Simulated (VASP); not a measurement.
Crystal: Sb.

```
CELL_PARAMETERS angstrom
3.08334 0.00000 0.00000
0.00000 3.08334 0.00000
0.00000 0.00000 3.08334
ATOMIC_POSITIONS crystal
Sb 0.00000 0.00000 0.00000
```

This isn't the form of Sb at room conditions, which is rhombohedral.

* Program: VASP 6.6.1
* Task: relaxation of cell and atoms
* Functional: LDA
* Potentials or basis: VASP PAW LDA potentials, release 64 (Sb)
* Cutoff: 500 eV
* k mesh: 14 × 14 × 14
* Occupations: gaussian, width 0.1 eV
* Spin: no spin polarisation

At the start: pressure -2.2 GPa; volume 29.31 Å³/atom.

**Question.** Where does the relaxation end?

**Answer.** Over 3 steps the energy falls by 7.8 meV/atom and the volume is 28.23 Å³/atom (-3.7 %); space group Pm-3m (No. 221, to 0.1 Å) before and after.

Step by step:
```csv
step,energy change (eV),largest force (eV/Å),pressure (GPa),volume (Å³)
1,0.0000,0.0000,-2.24,29.31
2,-0.0050,0.0000,1.49,27.61
3,-0.0078,0.0000,0.00,28.23
```

Final structure:
```yaml
crystal:
  lattice:
    - [3.04485, 0.00000, 0.00000]
    - [0.00000, 3.04485, 0.00000]
    - [0.00000, 0.00000, 3.04485]
  atoms:
    - { symbol: Sb, position: [0.00000, 0.00000, 0.00000] }
```
